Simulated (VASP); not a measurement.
Runs of VASP 6.6.1 on AlN. The structure is that of space group R-3m (No. 166), or close to it. The cells are those of the table. 

```tsv
cell	gap on the mesh (eV)	pressure (GPa)
a = 2.775, b = 2.746, c = 2.863 Å, angles 63.3, 63.7, 62.4°, 2 atoms	2.83	1.3
a = 2.803, b = 2.774, c = 2.862 Å, angles 62.3, 62.7, 61.7°, 2 atoms	(c)	(b)
a = 2.747, b = 2.747, c = 2.864 Å, angles 64.0, 64.0, 62.7°, 2 atoms	2.75	1.7
a = 2.775, b = 2.775, c = 2.862 Å, angles 63.0, 63.0, 62.0°, 2 atoms	3.25	(a)
```

Alike in all rows: task single point; level PBEsol; potentials or basis VASP PAW PBE potentials, release 64 (Al, N); no spin polarisation; k mesh 10 × 10 × 10; cutoff (eV) 520; smearing gaussian 0.05 eV.

Problem. Fill in the values left out.

Solution. (a) 1.0; (b) 0.7; (c) 3.32.

Caveats: the PAW data sets were made with another functional, which shifts forces and pressure a little.

A k mesh can miss the band edges.
